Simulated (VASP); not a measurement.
Wanted: the native input for a VASP 6.6.1 run.

```yaml
Task: single point
Functional: PBE
Dispersion: D3(BJ)
Potentials_or_basis: VASP PAW PBE potentials, release 64 (In_d, O)
Cutoff: 520 eV
k_mesh: 12 × 12 × 2
Occupations: gaussian, width 0.05 eV
Spin: no spin polarisation
Dipole_correction: no
Further_INCAR_settings: ALGO = Normal; EDIFF = 1e-07; NBANDS = 27
```

The structure of InO lies in POSCAR:

```
InO
1.0
    3.6012723468      0.0000000000      0.0000000000
   -1.8006361734      3.1187933383      0.0000000000
    0.0000000000      0.0000000000     16.6446233437
In O
2 2
Direct
    0.6666666667      0.3333333333      0.5895266171
    0.6666666667      0.3333333333      0.4104733829
    0.0000000000      0.0000000000      0.6398766429
    0.0000000000      0.0000000000      0.3601233571
```

This cell differs from its parent crystal: strain +0.050 along x and y, +0.050 along z.

These files were run (other wordings do the same):

INCAR

```
SYSTEM = InO
PREC = Accurate
ENCUT = 520
EDIFF = 1E-7
ISMEAR = 0
SIGMA = 0.05
LREAL = .False.
LASPH = .True.
NELM = 100
ALGO = Normal
ISIF = 2
LWAVE = .False.
LCHARG = .False.
GGA = PE
IVDW = 12
NBANDS = 27
```

KPOINTS

```
Automatic mesh
0
Gamma
  12 12 2
  0 0 0
```

Potentials or basis: VASP PAW PBE potentials, release 64 (In_d, O).

Launch:

```sh
$ cat potpaw_PBE.64/In_d/POTCAR potpaw_PBE.64/O/POTCAR > POTCAR
$ mpirun -np 1 vasp_std > vasp.out
```

It gave:

- Largest force: 0.945 eV/Å
- Band gap on the k mesh: 0.31 eV (least direct gap 0.75 eV)
- Dispersion energy per atom: -0.127 eV

Caveat: the cell differs from its parent crystal (strain +0.050 along x and y, +0.050 along z); spin-orbit coupling is left out, which moves the levels of the heavy elements.

It took 2.1 min on 1 thread of Intel(R) Xeon(R) 6975P-C (Granite Rapids), with other jobs on the host, peak memory 0.4 GiB.
